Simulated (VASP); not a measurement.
# Si23O47 (a cell with a defect) in VASP: single point with PBEsol

Aim: the single point of Si23O47 (a cell with a defect) with PBEsol.

All numbers are computed with VASP 6.6.1; they aren't measurements. Logs are shortened: lines on timing, memory, paths and dates and some standing lists are left out, and cuts for length are marked.

## 1. The cell of the first run

The cell holds a defect, 70 atoms: a = 8.389 Å, b = 8.389 Å, c = 8.036 Å, α = 90.00°, β = 90.00°, γ = 90.00°.

## 2. Single point, PBEsol

The input, INCAR:

```
SYSTEM = Si23O47
PREC = Accurate
ENCUT = 520
EDIFF = 1E-6
ISMEAR = -1
SIGMA = 0.05
LREAL = Auto
LASPH = .True.
NELM = 120
ALGO = Normal
ISIF = 2
LWAVE = .False.
LCHARG = .False.
GGA = PS
ISYM = -1
NBANDS = 228
GGA_COMPAT = .False.
```

The input, KPOINTS:

```
explicit points
1
Reciprocal
  0.25000000   0.25000000   0.25000000 1
```

The input, POSCAR:

```
Si23O47
1.0
    8.3886930000      0.0000000000      0.0000000000
    0.0000000000      8.3886930000      0.0000000000
    0.0000000000      0.0000000000      8.0356430000
Si O
23 47
Direct
    0.9896810000      0.0097130000      0.0188220000
    0.9994540000      0.0002530000      0.3333020000
    0.9900630000      0.0100760000      0.6477900000
    0.9988630000      0.4999390000      0.9990100000
    0.9999270000      0.4997280000      0.3332570000
    0.9986340000      0.4987850000      0.6675230000
    0.5009360000      0.0010570000      0.9990950000
    0.4999580000      0.9997830000      0.3333670000
    0.4997270000      0.0008250000      0.6676100000
    0.4995240000      0.4994100000      0.0151050000
    0.5003470000      0.5002730000      0.6514630000
    0.2524780000      0.2508640000      0.1706520000
    0.2528400000      0.2513970000      0.4949630000
    0.2496750000      0.2494170000      0.8332410000
    0.2534400000      0.7459630000      0.1656310000
    0.2537580000      0.7463330000      0.5010220000
    0.2718440000      0.7279560000      0.8333260000
    0.7410270000      0.2579130000      0.1673370000
    0.7417460000      0.2586740000      0.4992390000
    0.7339690000      0.2657080000      0.8332840000
    0.7483290000      0.7469180000      0.1716300000
    0.7488630000      0.7472710000      0.4959400000
    0.7503890000      0.7500700000      0.8333640000
    0.1527550000      0.1471950000      0.0002270000
    0.1473630000      0.1478860000      0.3330920000
    0.1529170000      0.1474230000      0.6661180000
    0.1442870000      0.6640990000      0.9904890000
    0.1502570000      0.6548320000      0.3330770000
    0.1454690000      0.6618280000      0.6749830000
    0.6593690000      0.1472840000      0.9943850000
    0.6501410000      0.1535840000      0.3331270000
    0.6581760000      0.1482180000      0.6713490000
    0.6545980000      0.6551540000      0.0007950000
    0.6586400000      0.6590680000      0.3342950000
    0.6550170000      0.6551130000      0.6659590000
    0.3446250000      0.3447670000      0.0006360000
    0.3405330000      0.3412160000      0.3323170000
    0.3446470000      0.3451280000      0.6658110000
    0.3379180000      0.8543570000      0.9916750000
    0.3448730000      0.8495080000      0.3335520000
    0.3356200000      0.8555400000      0.6761310000
    0.8514660000      0.3414470000      0.9952290000
    0.8460930000      0.3495540000      0.3334640000
    0.8523740000      0.3402890000      0.6721940000
    0.8523080000      0.8468530000      0.0004990000
    0.8517890000      0.8524030000      0.3335180000
    0.8525410000      0.8470150000      0.6663640000
    0.0953850000      0.4029000000      0.1645290000
    0.0958180000      0.4023910000      0.5015950000
    0.0988540000      0.4037530000      0.8335130000
    0.0955790000      0.9043220000      0.1653040000
    0.0954330000      0.9041770000      0.5012870000
    0.6032830000      0.3983720000      0.1543860000
    0.6014210000      0.3965860000      0.5122190000
    0.5933890000      0.4063070000      0.8332910000
    0.5972440000      0.9038410000      0.1650690000
    0.5967330000      0.9042790000      0.5020760000
    0.5959840000      0.9008380000      0.8330760000
    0.4029270000      0.0947950000      0.1653290000
    0.4025680000      0.0953680000      0.5010680000
    0.4054390000      0.1005240000      0.8334830000
    0.3939420000      0.6068400000      0.1499570000
    0.3927600000      0.6057400000      0.5165930000
    0.4095960000      0.5902860000      0.8332790000
    0.8971450000      0.1026370000      0.1725400000
    0.8970790000      0.1026010000      0.4940880000
    0.9305810000      0.0691300000      0.8332930000
    0.9043800000      0.5971410000      0.1655110000
    0.9049960000      0.5968490000      0.5013020000
    0.8992120000      0.5942760000      0.8331590000
```

Potentials or basis: VASP PAW PBE potentials, release 64 (Si, O).

Command:

```bash
$ cat potpaw_PBE.64/Si/POTCAR potpaw_PBE.64/O/POTCAR > POTCAR
$ mpirun -np 1 vasp_std > vasp.out
```

OUTCAR:

```text
SYSTEM = Si23O47
   PREC = Accurate
   ENCUT = 520
   EDIFF = 1E-6
   ISMEAR = -1
   LREAL = Auto
   LASPH = .True.
   NELM = 120
   ISIF = 2
   GGA = PS
   ISYM = -1

 ion  position               nearest neighbor table
   1  0.990  0.010  0.019-  67 1.65  65 1.65  51 1.72  45 1.79  24 1.80   2 2.53   3 2.98
   2  0.999  0.000  0.333-  46 1.75  25 1.75  52 1.77  51 1.77  65 1.77  66 1.77   1 2.53   3 2.53

   3  0.990  0.010  0.648-  67 1.65  66 1.65  52 1.72  26 1.79  47 1.80   2 2.53   1 2.98
   4  0.999  0.500  0.999-  68 1.76  48 1.76  70 1.76  50 1.77  42 1.82  27 1.84   6 2.66   5 2.69

   5  1.000  0.500  0.333-  69 1.77  68 1.77  48 1.77  49 1.77  43 1.80  28 1.81   4 2.69   6 2.69

   6  0.999  0.499  0.668-  69 1.75  49 1.76  70 1.76  50 1.77  44 1.81  29 1.84   4 2.66   5 2.69

   7  0.501  0.001  0.999-  59 1.75  56 1.76  61 1.76  58 1.77  30 1.81  39 1.84   9 2.66   8 2.69

   8  0.500  1.000  0.333-  59 1.77  60 1.77  57 1.77  56 1.77  31 1.80  40 1.81   9 2.69   7 2.69

   9  0.500  0.001  0.668-  60 1.76  57 1.76  61 1.76  58 1.77  32 1.82  41 1.84   7 2.66   8 2.69

  10  0.500  0.499  0.015-  53 1.65  62 1.66  64 1.81  55 1.83  36 1.84  33 1.85  11 2.92  17 3.08
                            18 3.12  20 3.14
  11  0.500  0.500  0.651-  54 1.65  63 1.66  64 1.81  55 1.83  35 1.84  38 1.85  10 2.92  17 3.08
                            19 3.12  20 3.14
  12  0.252  0.251  0.171-  37 1.68  36 1.76  25 1.80  59 1.82  24 1.83  48 1.83  13 2.61  14 2.71

  13  0.253  0.251  0.495-  37 1.68  38 1.76  25 1.80  60 1.81  49 1.83  26 1.83  12 2.61  14 2.72

  14  0.250  0.249  0.833-  36 1.76  38 1.76  26 1.79  24 1.79  61 1.81  50 1.81  12 2.71  13 2.72
[... 5 lines left out ...]
  17  0.272  0.728  0.833-  64 1.63  27 1.74  41 1.74  29 1.75  39 1.75  15 2.68  16 2.68  10 3.08
                            11 3.08
  18  0.741  0.258  0.167-  53 1.65  31 1.77  43 1.77  30 1.81  42 1.81  65 1.85  19 2.67  20 2.69
                            10 3.12
  19  0.742  0.259  0.499-  54 1.65  43 1.77  31 1.77  44 1.81  32 1.81  66 1.85  18 2.67  20 2.69
                            11 3.12
  20  0.734  0.266  0.833-  55 1.67  44 1.75  30 1.75  42 1.75  32 1.75  67 2.33  19 2.69  18 2.69
                            10 3.14  11 3.14
  21  0.748  0.747  0.172-  34 1.68  33 1.76  46 1.80  68 1.82  56 1.83  45 1.83  22 2.61  23 2.72

  22  0.749  0.747  0.496-  34 1.68  35 1.76  46 1.80  69 1.82  47 1.83  57 1.83  21 2.61  23 2.71

  23  0.750  0.750  0.833-  35 1.76  33 1.76  45 1.79  47 1.79  70 1.81  58 1.81  22 2.71  21 2.72
[... 34 lines left out ...]
  57  0.597  0.904  0.502-   9 1.76   8 1.77  22 1.83
  58  0.596  0.901  0.833-   7 1.77   9 1.77  23 1.81
  59  0.403  0.095  0.165-   7 1.75   8 1.77  12 1.82
  60  0.403  0.095  0.501-   9 1.76   8 1.77  13 1.81
  61  0.405  0.101  0.833-   9 1.76   7 1.76  14 1.81
  62  0.394  0.607  0.150-  15 1.66  10 1.66
  63  0.393  0.606  0.517-  16 1.66  11 1.66
  64  0.410  0.590  0.833-  17 1.63  11 1.81  10 1.81
  65  0.897  0.103  0.173-   1 1.65   2 1.77  18 1.85
  66  0.897  0.103  0.494-   3 1.65   2 1.77  19 1.85
  67  0.931  0.069  0.833-   3 1.65   1 1.65  20 2.33
  68  0.904  0.597  0.166-   4 1.76   5 1.77  21 1.82
  69  0.905  0.597  0.501-   6 1.75   5 1.77  22 1.82
  70  0.899  0.594  0.833-   4 1.76   6 1.76  23 1.81

IMPORTANT INFORMATION: All symmetrisations will be switched off!
NOSYMM: (Re-)initialisation of all symmetry stuff for point group C_1.

----------------------------------------------------------------------------------------

                                     Primitive cell

  volume of cell :     565.4696

  direct lattice vectors                    reciprocal lattice vectors
     8.388693000  0.000000000  0.000000000     0.119208082  0.000000000  0.000000000
     0.000000000  8.388693000  0.000000000     0.000000000  0.119208082  0.000000000
     0.000000000  0.000000000  8.035643000     0.000000000  0.000000000  0.124445548

  length of vectors
     8.388693000  8.388693000  8.035643000     0.119208082  0.119208082  0.124445548

  position of ions in fractional coordinates (direct lattice)
     0.989681000  0.009713000  0.018822000
     0.999454000  0.000253000  0.333302000
     0.990063000  0.010076000  0.647790000
     0.998863000  0.499939000  0.999010000
     0.999927000  0.499728000  0.333257000
     0.998634000  0.498785000  0.667523000
[... 62 lines left out ...]
     0.904996000  0.596849000  0.501302000
     0.899212000  0.594276000  0.833159000

  ion indices of the primitive-cell ions
   primitive index   ion index
                 1           1
                 2           2
                 3           3
                 4           4
                 5           5
                 6           6
[... 62 lines left out ...]
                69          69
                70          70

----------------------------------------------------------------------------------------

 KPOINTS: explicit points

Read explicit list of k-points.

 Found      1 k-points:

 Following reciprocal coordinates:
            Coordinates               Weight
  0.250000  0.250000  0.250000      1.000000
   k-points           NKPTS =      1   k-points in BZ     NKDIM =      1   number of bands    NBANDS=    228
   number of dos      NEDOS =    301   number of ions     NIONS =     70
   total plane-waves  NPLWV = 245760
   dimension x,y,z NGX =    64 NGY =   64 NGZ =   60
   dimension x,y,z NGXF=   128 NGYF=  128 NGZF=  120
   ions per type =              23  47
   NGX,Y,Z   is equivalent  to a cutoff of  12.68, 12.68, 12.41 a.u.
   NGXF,Y,Z  is equivalent  to a cutoff of  25.37, 25.37, 24.83 a.u.
 SYSTEM =  Si23O47
   PREC   = accura    normal or accurate (medium, high low for compatibility)
   ISTART =      0    job   : 0-new  1-cont  2-samecut
   ICHARG =      2    charge: 1-file 2-atom 10-const
   ISPIN  =      1    spin polarized calculation?
   LNONCOLLINEAR =      F non collinear calculations
   LSORBIT =      F    spin-orbit coupling
   LASPH  =      T    aspherical Exc in radial PAW
   ENCUT  =  520.0 eV  38.22 Ry    6.18 a.u.  15.60 15.60 14.94*2*pi/ulx,y,z
   NELM   =    120;   NELMIN=  2; NELMDL= -5     # of ELM steps
   EDIFF  = 0.1E-05   stopping-criterion for ELM
   LREAL  =      T    real-space projection
   EDIFFG = 0.1E-04   stopping-criterion for IOM
   NSW    =      0    number of steps for IOM
   IBRION =     -1    ionic relax: 0-MD 1-quasi-New 2-CG
   NFREE  =      0    steps in history (QN), initial steepest desc. (CG)
   ISIF   =      2    stress and relaxation
   ISYM   =     -1    0-nonsym 1-usesym 2-fastsym
   POTIM  = 0.5000    time-step for ionic-motion
   TEBEG  =    0.0;   TEEND  =   0.0 temperature during run
   PSTRESS=    0.0 pullay stress
   NELECT =     374.0000    total number of electrons
   NUPDOWN=      -1.0000    fix difference up-down
   EMIN   =  10.00;   EMAX   =-10.00  energy-range for DOS
   EFERMI =   0.00;   METHOD = LEGACY
   ISMEAR =    -1;   SIGMA  =   0.05  broadening in eV -4-tet -1-fermi 0-gaus
   EFERMI_NEDOS =   21; number of points for ismear=-14 and -15
   IALGO  =     38    algorithm
   IMIX   =      4    mixing-type and parameters
     AMIX     =   0.40;   BMIX     =  1.00
     AMIX_MAG =   1.60;   BMIX_MAG =  1.00
  volume/ion in A,a.u.               =       8.08        54.51
  Fermi-wavevector in a.u.,A,eV,Ry     =   1.426359  2.695428 27.681067  2.034501
  Thomas-Fermi vector in A             =   2.546645
   LORBIT       =      0    0 simple, 1 ext, 2 COOP (PROOUT), +10 PAW based schemes
   GGA     = PS    functional components
   LHFCALC =     F    Hartree Fock is set to
   AEXX    =    0.0000 exact exchange contribution
   IVDW    =     0    specifies the selected vdW correction
   LEPSILON=     F    determine dielectric tensor
   LRPA    =     F    only Hartree local field effects (RPA)
 non-spin polarized calculation
  energy-cutoff  :      520.00
  volume of cell :      565.47
 maximum number of plane-waves:     15222
 NGX is ok and might be reduce to    64
   NGX = 31   NGY = 31   NGZ = 29

 number of electron     373.9999909 magnetization

 Free energy of the ion-electron system (eV)
  ---------------------------------------------------
  ext. energy  EPLUGINS =         0.00000000
  ---------------------------------------------------
  free energy    TOTEN  =      -560.27919690 eV

  energy without entropy =     -560.18432734  energy(sigma->0) =     -560.23176212

 E-fermi :   7.2232     XC(G=0): -12.2660

 val. band max:        7.1240895959   @ k =   0.2500   0.2500   0.2500
 cond. band min:       7.3100728998   @ k =   0.2500   0.2500   0.2500
 fundamental gap:      0.1859833039
 Fermi energy:         7.2232269552

 k-point     1 :       0.2500    0.2500    0.2500
  band No.  band energies     occupation
      1     -14.7641      2.00000
      2     -14.2457      2.00000
      3     -14.1854      2.00000
      4     -13.9439      2.00000
      5     -13.6595      2.00000
      6     -13.5500      2.00000
[... 191 lines left out ...]
    198      15.0363      0.00000
    199      15.1704      0.00000
 [bands above 199 left out]

------------------------ aborting loop because EDIFF is reached ----------------------------------------

  FORCE on cell =-STRESS in cart. coord.  units (eV):
  Direction    XX          YY          ZZ          XY          YZ          ZX
  --------------------------------------------------------------------------------------
  -------------------------------------------------------------------------------------
  Total       14.2143261     14.1679675     12.8054331     -9.5476066      1.4070866      1.3878274
  in kB       40.2742647     40.1429143     36.2823675    -27.0517809      3.9867791      3.9322110
  external PRESSURE =      38.8998488 kB  Pullay stress =       0.0000000 kB

 VOLUME and BASIS-vectors are now :
 -----------------------------------------------------------------------------
  energy-cutoff  :      520.00
  volume of cell :      565.47
      direct lattice vectors                 reciprocal lattice vectors
     8.388693000  0.000000000  0.000000000     0.119208082  0.000000000  0.000000000
     0.000000000  8.388693000  0.000000000     0.000000000  0.119208082  0.000000000
     0.000000000  0.000000000  8.035643000     0.000000000  0.000000000  0.124445548

 POSITION                                       TOTAL-FORCE (eV/Angst)
 -----------------------------------------------------------------------------------
      8.30213      0.08148      0.15125         0.019663     -0.023760     -0.034972
      8.38411      0.00212      2.67830        -0.012996      0.018740      0.001293
      8.30533      0.08452      5.20541         0.021201     -0.016830      0.028606
      8.37916      4.19383      8.02769        -0.019934     -0.006426     -0.009467
      8.38808      4.19206      2.67793         0.001928      0.001672      0.000012
      8.37723      4.18415      5.36398         0.003898      0.005261      0.011913
[... 62 lines left out ...]
      7.59173      5.00678      4.02828        -0.046435      0.010801     -0.005791
      7.54321      4.98520      6.69497        -0.010307      0.021887     -0.001520
 -----------------------------------------------------------------------------------
    total drift:                               -0.000548      0.007180     -0.004104

  FREE ENERGIE OF THE ION-ELECTRON SYSTEM (eV)
  ---------------------------------------------------
  free  energy   TOTEN  =      -560.2791969044 eV

  energy  without entropy=     -560.1843273376  energy(sigma->0) =     -560.23176212
```

It took 6 min on 1 thread of AMD EPYC 7R43 (Zen 3), shared host; peak memory 0.5 GiB.

What came out:

| Property | Result |
| --- | --- |
| Free energy | -560.2792 eV |
| Pressure | 3.9 GPa |
| Largest force | 0.199 eV/Å |

Forces in eV/Å, atoms in the order of the input:
```
Si   0.020 -0.024 -0.035
Si  -0.013  0.019  0.001
Si   0.021 -0.017  0.029
Si  -0.020 -0.006 -0.009
Si   0.002  0.002  0.000
Si   0.004  0.005  0.012
Si  -0.008  0.001 -0.014
Si   0.000  0.002 -0.002
Si   0.011  0.027  0.011
Si   0.028  0.006 -0.095
Si  -0.013 -0.025  0.097
Si  -0.047 -0.053 -0.107
Si  -0.043 -0.048  0.126
Si   0.011 -0.006 -0.008
Si  -0.113  0.140  0.076
Si  -0.147  0.109 -0.080
Si  -0.072  0.066  0.000
Si   0.147 -0.106  0.055
Si   0.108 -0.143 -0.053
Si   0.070 -0.072  0.000
Si   0.048  0.037 -0.121
Si   0.054  0.045  0.112
Si  -0.005 -0.007  0.006
O   -0.013 -0.015  0.005
O    0.010  0.011  0.002
O   -0.017 -0.019  0.004
O    0.005 -0.025  0.023
O   -0.016 -0.015 -0.002
O   -0.019 -0.005 -0.001
O   -0.006  0.018  0.028
O   -0.017 -0.013  0.008
O    0.000 -0.002  0.009
O   -0.023 -0.024 -0.003
O   -0.105 -0.102 -0.025
O   -0.041 -0.033  0.000
O    0.034  0.040  0.000
O    0.113  0.098  0.021
O    0.017  0.027  0.003
O    0.003  0.009  0.001
O    0.015  0.009 -0.001
O    0.023 -0.012 -0.023
O    0.010  0.005 -0.011
O    0.020  0.021 -0.007
O   -0.013  0.016 -0.022
O    0.019  0.013 -0.003
O   -0.005 -0.012 -0.005
O    0.016  0.009 -0.004
O    0.056 -0.015  0.002
O    0.043 -0.003 -0.003
O    0.013 -0.015  0.003
O    0.055 -0.059 -0.002
O    0.055 -0.059  0.006
O   -0.056  0.022 -0.032
O   -0.023  0.038  0.025
O   -0.061  0.061  0.001
O    0.011 -0.042  0.000
O    0.021 -0.057 -0.004
O    0.012 -0.010 -0.001
O   -0.016  0.044  0.004
O   -0.005  0.029  0.002
O   -0.022  0.010 -0.003
O    0.016 -0.034 -0.025
O    0.053 -0.013  0.033
O    0.048 -0.055  0.002
O   -0.068  0.063  0.037
O   -0.059  0.062 -0.041
O   -0.039  0.041  0.005
O   -0.030  0.009  0.001
O   -0.046  0.011 -0.006
O   -0.010  0.022 -0.002
```

Caveat: the PAW data sets were made with another functional, which shifts forces and pressure a little.
